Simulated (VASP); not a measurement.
Write the native input for VASP 6.6.1 that does the following.

| Property | Result |
| --- | --- |
| Task | relaxation of the atoms |
| Functional | PBE |
| Potentials or basis | VASP PAW PBE potentials, release 64 (Ti_sv, C) |
| Cutoff | 520 eV |
| k mesh | 18 × 18 × 18 |
| Occupations | fermi-dirac, width 0.05 eV |
| Spin | no spin polarisation |
| Dipole correction | no |
| Further INCAR settings | ALGO = Normal; EDIFF = 1e-07; IBRION = 2; EDIFFG = -0.02; NSW = 80 |

The structure of TiC lies in POSCAR:

```
TiC
1.0
    0.0000000000      2.1640000000      2.1640000000
    2.1640000000      0.0000000000      2.1640000000
    2.1640000000      2.1640000000      0.0000000000
Ti C
1 1
Direct
    0.0000000000      0.0000000000      0.0000000000
    0.5000000000      0.5000000000      0.5000000000
```

The input as run:

INCAR

```
SYSTEM = TiC
  PREC = Accurate
  ENCUT = 520
  EDIFF = 1E-7
  ISMEAR = -1
  SIGMA = 0.05
  LREAL = .False.
  LASPH = .True.
  NELM = 60
  ALGO = Normal
  ISIF = 2
  LWAVE = .False.
  LCHARG = .False.
  GGA = PE
  IBRION = 2
  NSW = 80
  EDIFFG = -0.02
```

KPOINTS

```
regular mesh
0
Gamma
  18 18 18
  0 0 0
```

Potentials or basis: VASP PAW PBE potentials, release 64 (Ti_sv, C).

Launch:

```console
$ cat potpaw_PBE.64/Ti_sv/POTCAR potpaw_PBE.64/C/POTCAR > POTCAR
$ mpirun -np 1 vasp_std > vasp.out
```

It gave:

The pressure after relaxing is 1.1 GPa and the band gap on the k mesh is zero (bands 8 and 9 overlap by 1.10 eV).

Caveat: the relaxation stopped at its first step, so nothing moved.

It took 36 s on 1 thread of AMD EPYC 7R13 Processor (Zen 3), on a shared host, peak memory 0.15 GiB.
